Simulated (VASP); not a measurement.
# CuO (Cccm) in VASP: notebook, part 2 of 2

VASP 6.6.1.

## Step 3: Single point, PBE (uniaxial strain along c: -2.0 %, then relaxed in part)

File INCAR:

```
PREC     = Accurate       # precision mode
ENCUT    = 520            # plane-wave cutoff, eV
EDIFF    = 1E-7           # SCF threshold, eV
ISMEAR   = 0              # smearing method
SIGMA    = 0.1            # smearing width, eV
LREAL    = False          # projectors in reciprocal space
LASPH    = True           # aspherical terms in the spheres
NELM     = 80             # most SCF steps
ALGO     = Normal         # electronic algorithm
ISIF     = 2              # what is computed and relaxed
LWAVE    = False          # write WAVECAR
LCHARG   = False          # write CHGCAR
GGA      = PE             # functional
NBANDS   = 44             # bands
```

File KPOINTS:

```
regular mesh
0
Gamma
  8 8 8
```

File POSCAR:

```
CuO
1.0
    4.2055309294      0.0000000000      0.0000000000
    0.0000000000      4.2082394451      0.0000000000
    0.0000000000      0.0000000000      5.0482368664
Cu O
4 4
Direct
    0.2500000000      0.2500000000      0.5000000000
    0.2500000000      0.7500000000      0.0000000000
    0.7500000000      0.7500000000      0.5000000000
    0.7500000000      0.2500000000      0.0000000000
    0.5000000000      0.0000000000      0.7500000000
    0.5000000000      0.0000000000      0.2500000000
    0.0000000000      0.5000000000      0.7500000000
    0.0000000000      0.5000000000      0.2500000000
```

Potentials or basis: VASP PAW PBE potentials, release 64 (Cu, O).

Started as:

```console
$ cat potpaw_PBE.64/Cu/POTCAR potpaw_PBE.64/O/POTCAR > POTCAR
$ mpirun -np 1 vasp_std > vasp.out
```

OUTCAR:

```text
PREC = Accurate
   ENCUT = 520
   EDIFF = 1E-7
   ISMEAR = 0
   LREAL = False
   LASPH = True
   NELM = 80
   ISIF = 2
   GGA = PE

 ion  position               nearest neighbor table
   1  0.250  0.250  0.500-   5 1.95   6 1.95   7 1.95   8 1.95
   2  0.250  0.750  0.000-   5 1.95   6 1.95   7 1.95   8 1.95
   3  0.750  0.750  0.500-   5 1.95   6 1.95   7 1.95   8 1.95
   4  0.750  0.250  0.000-   5 1.95   6 1.95   7 1.95   8 1.95
   5  0.500  0.000  0.750-   1 1.95   2 1.95   3 1.95   4 1.95
   6  0.500  0.000  0.250-   1 1.95   2 1.95   3 1.95   4 1.95
   7  0.000  0.500  0.750-   1 1.95   2 1.95   3 1.95   4 1.95
   8  0.000  0.500  0.250-   1 1.95   2 1.95   3 1.95   4 1.95

  LATTYP: Found a simple orthorhombic cell.
 ALAT       =     4.2055309294
 B/A-ratio  =     1.0006440366
 C/A-ratio  =     1.2003803922

  Lattice vectors:

 A1 = (   4.2055309294,   0.0000000000,   0.0000000000)
 A2 = (   0.0000000000,   4.2082394451,   0.0000000000)
 A3 = (   0.0000000000,   0.0000000000,   5.0482368664)

[... 209 lines left out ...]
 fundamental gap:      0.0195971779
 Fermi energy:         4.8492215640

 k-point     1 :       0.0000    0.0000    0.0000
  band No.  band energies     occupation
      1     -14.9881      2.00000
      2     -13.9365      2.00000
      3     -13.5764      2.00000
      4     -13.3537      2.00000
      5      -3.2450      2.00000
      6      -1.8248      2.00000
[... 1117 lines left out ...]
     43      15.1345      0.00000
     44      15.1345      0.00000

 [... further k-points ...]

------------------------ aborting loop because EDIFF is reached ----------------------------------------

  FORCE on cell =-STRESS in cart. coord.  units (eV):
  Direction    XX          YY          ZZ          XY          YZ          ZX
  --------------------------------------------------------------------------------------
  -------------------------------------------------------------------------------------
  Total        0.3290134      0.3233801      3.0754101      0.0000000      0.0000000      0.0000000
  in kB        5.9001515      5.7991301     55.1509026      0.0000000      0.0000000      0.0000000
  external PRESSURE =      22.2833947 kB  Pullay stress =       0.0000000 kB

 VOLUME and BASIS-vectors are now :
 -----------------------------------------------------------------------------
  energy-cutoff  :      520.00
  volume of cell :       89.34
      direct lattice vectors                 reciprocal lattice vectors
     4.205530929  0.000000000  0.000000000     0.237782106  0.000000000  0.000000000
     0.000000000  4.208239445  0.000000000     0.000000000  0.237629064  0.000000000
     0.000000000  0.000000000  5.048236866     0.000000000  0.000000000  0.198088962

 POSITION                                       TOTAL-FORCE (eV/Angst)
 -----------------------------------------------------------------------------------
      1.05138      1.05206      2.52412         0.000000     -0.000000      0.000000
      1.05138      3.15618      0.00000         0.000000     -0.000000      0.000000
      3.15415      3.15618      2.52412         0.000000      0.000000      0.000000
      3.15415      1.05206      0.00000         0.000000      0.000000      0.000000
      2.10277      0.00000      3.78618        -0.000000      0.000000     -0.000000
      2.10277      0.00000      1.26206        -0.000000      0.000000     -0.000000
      0.00000      2.10412      3.78618         0.000000      0.000000     -0.000000
      0.00000      2.10412      1.26206        -0.000000      0.000000     -0.000000
 -----------------------------------------------------------------------------------
    total drift:                                0.000000     -0.000000      0.000000

  FREE ENERGIE OF THE ION-ELECTRON SYSTEM (eV)
  ---------------------------------------------------
  free  energy   TOTEN  =       -39.4414948026 eV

  energy  without entropy=      -39.4194660787  energy(sigma->0) =      -39.43048044
```

OSZICAR:

```text
N       E                     dE             d eps       ncg     rms          rms(c)
DAV:   1     0.799966207640E+03    0.79997E+03   -0.30912E+04 11096   0.239E+03
DAV:   2     0.112300623639E+03   -0.68767E+03   -0.64644E+03 11188   0.521E+02
DAV:   3    -0.393700214061E+02   -0.15167E+03   -0.14291E+03 14152   0.254E+02
DAV:   4    -0.519556033178E+02   -0.12586E+02   -0.12323E+02 16448   0.784E+01
DAV:   5    -0.521364137024E+02   -0.18081E+00   -0.18040E+00 15728   0.123E+01    0.253E+01
DAV:   6    -0.470214256949E+02    0.51150E+01   -0.98650E+01 16680   0.175E+02    0.196E+01
DAV:   7    -0.390849799166E+02    0.79364E+01   -0.24427E+01 14012   0.132E+02    0.399E+00
DAV:   8    -0.395170672964E+02   -0.43209E+00   -0.54344E+00 12528   0.117E+01    0.244E+00
DAV:   9    -0.394655540166E+02    0.51513E-01   -0.27053E-01 17312   0.874E+00    0.101E+00
DAV:  10    -0.394457765875E+02    0.19777E-01   -0.51806E-02 17024   0.303E+00    0.696E-01
DAV:  11    -0.394413708213E+02    0.44058E-02   -0.39653E-02 16224   0.136E+00    0.116E-01
DAV:  12    -0.394414491545E+02   -0.78333E-04   -0.27697E-03 14748   0.535E-01    0.663E-02
DAV:  13    -0.394415037019E+02   -0.54547E-04   -0.49600E-04 15132   0.222E-01    0.206E-02
DAV:  14    -0.394414949188E+02    0.87831E-05   -0.30042E-05 13208   0.610E-02    0.866E-03
DAV:  15    -0.394414950495E+02   -0.13070E-06   -0.37423E-06 17408   0.236E-02    0.334E-03
DAV:  16    -0.394414948254E+02    0.22407E-06   -0.10478E-06 13788   0.200E-02    0.619E-04
DAV:  17    -0.394414948026E+02    0.22799E-07   -0.29666E-08  6680   0.308E-03
   1 F= -.39441495E+02 E0= -.39430480E+02  d E =-.220287E-01
```

It took 15 min on 1 thread of Oxide Virtual Turin-like, shared host; peak memory 0.41 GiB.

Results:

```
Free energy            : -39.4415 eV
Pressure               : 2.2 GPa
Band gap on the k mesh : zero (band 34 reaches 5.53 eV, above the bottom of band 35 at 4.37 eV)
```

Caveat: the cell differs from its parent crystal (uniaxial strain along c: -2.0 %, then relaxed in part); semilocal functionals often make such compounds metallic where correlation or magnetic order opens a gap, which also shifts bond lengths.

## Step 4: Single point, PBE

File INCAR:

```
ALGO = Normal
EDIFF = 1E-7
ENCUT = 520
GGA = PE
ISIF = 2
ISMEAR = 0
LASPH = T
LCHARG = F
LREAL = F
LWAVE = F
NBANDS = 44
NELM = 80
PREC = Accurate
SIGMA = 0.1
```

File KPOINTS:

```
k-points
0
Gamma
  8 8 8
```

POSCAR: that of step 3 with these lines changed.

```diff
@@ -2,5 +2,5 @@
 1.0
-    4.2055309294      0.0000000000      0.0000000000
-    0.0000000000      4.2082394451      0.0000000000
-    0.0000000000      0.0000000000      5.0482368664
+    4.1642993782      0.0000000000      0.0000000000
+    0.0000000000      4.1758848680      0.0000000000
+    0.0000000000      0.0000000000      5.1512621086
 Cu O
```

Started as:

```console
$ cat potpaw_PBE.64/Cu/POTCAR potpaw_PBE.64/O/POTCAR > POTCAR
$ mpirun -np 1 vasp_std > vasp.out
```

It took 17 min on 1 thread of Oxide Virtual Turin-like, shared host; peak memory 0.41 GiB.

It converged, with:

```yaml
Free_energy: -39.4727 eV
Pressure: 0.7 GPa
Band_gap_on_the_k_mesh: zero (band 34 reaches 5.43 eV, above the bottom of band 35 at 4.31 eV)
```

Stress tensor (GPa, compression positive):
```
0.57 0.00 0.00
0.00 0.53 0.00
0.00 0.00 0.95
```

Levels at points of the mesh, in eV from the Fermi level:
```csv
k point,band 31,band 32,band 33,band 34,band 35,band 36,band 37,band 38
"(0.00, 0.00, 0.00)",-1.62,-1.21,-1.21,0.65,0.66,1.10,1.38,2.16
"(0.50, 0.00, 0.00)",-1.64,-1.64,-0.54,-0.54,0.61,0.61,3.86,3.86
"(0.00, 0.50, 0.00)",-1.64,-1.64,-0.54,-0.54,0.60,0.60,3.85,3.85
"(0.50, 0.50, 0.00)",-1.50,-1.50,0.20,0.20,0.45,0.45,3.74,3.74
"(0.00, 0.00, 0.50)",-1.43,-1.43,-0.53,-0.53,0.10,0.10,3.44,3.44
"(0.50, 0.00, 0.50)",-1.80,-1.80,-0.47,-0.47,-0.47,-0.47,4.81,4.81
"(0.00, 0.50, 0.50)",-1.80,-1.80,-0.47,-0.47,-0.47,-0.47,4.81,4.81
"(0.50, 0.50, 0.50)",-1.83,-1.83,-0.19,-0.19,0.66,0.66,4.33,4.33
```

Caveat: semilocal functionals often make such compounds metallic where correlation or magnetic order opens a gap, which also shifts bond lengths.

## Step 5: The runs side by side

| cell | smearing | gap on the mesh (eV) | pressure (GPa) |
| --- | --- | --- | --- |
| a = 4.164, b = 4.176, c = 5.151 Å, 8 atoms | gaussian 0.15 eV | none | 0.5 |
| a = 4.206, b = 4.208, c = 5.048 Å, 8 atoms | gaussian 0.1 eV | none | 2.2 |
| a = 4.164, b = 4.176, c = 5.151 Å, 8 atoms | gaussian 0.1 eV | none | 0.7 |

Alike in all rows: task single point; level PBE; potentials or basis VASP PAW PBE potentials, release 64 (Cu, O); no spin polarisation; k mesh 8 × 8 × 8; cutoff (eV) 520.

Caveats: semilocal functionals often make such compounds metallic where correlation or magnetic order opens a gap, which also shifts bond lengths.

Absolute energies hang on the potentials; compare differences alone.
